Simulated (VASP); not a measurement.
MnO2, 3 atoms in the cell. Symmetry: C2/m, No. 12, monoclinic system. Conventional cell: a = 4.861 Å, b = 2.980 Å, c = 3.427 Å, α = 90.00°, β = 90.04°, γ = 90.00°. Within 2.4 Å of Mn (site symmetry 2/m) lie 6 O at 1.81 to 2.01 Å. O (site symmetry m) has 3 Mn at 1.81 to 2.01 Å and 3 O at 2.16 to 2.33 Å within 2.4 Å. 

```yaml
Program: VASP 6.6.1
Task: single point
Functional: PBE
Potentials_or_basis: VASP PAW PBE potentials, release 64 (Mn_pv, O)
Cutoff: 520 eV
k_mesh: 7 × 7 × 6
Occupations: gaussian, width 0.05 eV
Spin: collinear spin, ferromagnetic start
Starting_moments: "[2.79, -0.04, -0.04] μB"
Hubbard_terms: Mn d U = 1.0 eV
Dipole_correction: no
Further_INCAR_settings: ALGO = Normal; EDIFF = 1e-06; NBANDS = 24
```

Potentials or basis: VASP PAW PBE potentials, release 64 (Mn_pv, O).

The run is started by

```console
$ cat potpaw_PBE.64/Mn_pv/POTCAR potpaw_PBE.64/O/POTCAR > POTCAR
$ mpirun -np 1 vasp_std > vasp.out
```

Hardware: 1 thread of Intel Xeon 8259CL, on a shared host.

Problem. How long does it take, and how much memory?

Solution. Run time: 2.6 min on 1 thread of Intel Xeon 8259CL, on a shared host, peak memory 0.21 GiB. Counts: scf iterations 16, k points 88.
